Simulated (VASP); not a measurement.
Here is a VASP 6.6.1 calculation.

The input POSCAR:

```
Lu
1.0
    1.9461934423      1.9461934423      1.9461934423
   -1.9461934423      1.9461934423      1.9461934423
   -1.9461934423     -1.9461934423      1.9461934423
Lu
1
Direct
    0.0000000000      0.0000000000      0.0000000000
```

INCAR.step1

```
PREC = Accurate ; ENCUT = 520
ISMEAR = 1 ; SIGMA = 0.1
LREAL = False ; LASPH = True
NELM = 80 ; NBANDS = 18
GGA = PE ; ALGO = Normal
EDIFF = 1E-4 ; LWAVE = True
LCHARG = False
```

The input INCAR.step2:

```
PREC = Accurate ; ENCUT = 520
EDIFF = 1E-6 ; ISMEAR = 1
SIGMA = 0.1 ; LREAL = False
LASPH = True ; NELM = 80
ALGO = Normal ; ISIF = 2
LWAVE = False ; LCHARG = True
METAGGA = R2SCAN ; LMIXTAU = True
LELF = True ; LVHAR = True
NBANDS = 18 ; ISTART = 1
```

The input KPOINTS:

```
regular mesh
0
Gamma
  8 8 8
```

Potentials or basis: VASP PAW PBE potentials, release 64 (Lu).

Command:

```bash
$ cat potpaw_PBE.64/Lu/POTCAR > POTCAR
$ cp INCAR.step1 INCAR
$ mpirun -np 1 vasp_std > vasp.out
$ cp INCAR.step2 INCAR
$ mpirun -np 1 vasp_std > vasp.out
```

(1) What does it give for the pressure?

## Answers

(1) 0.2 GPa.

Caveat: the PAW data sets were made with another functional, which shifts forces and pressure a little.
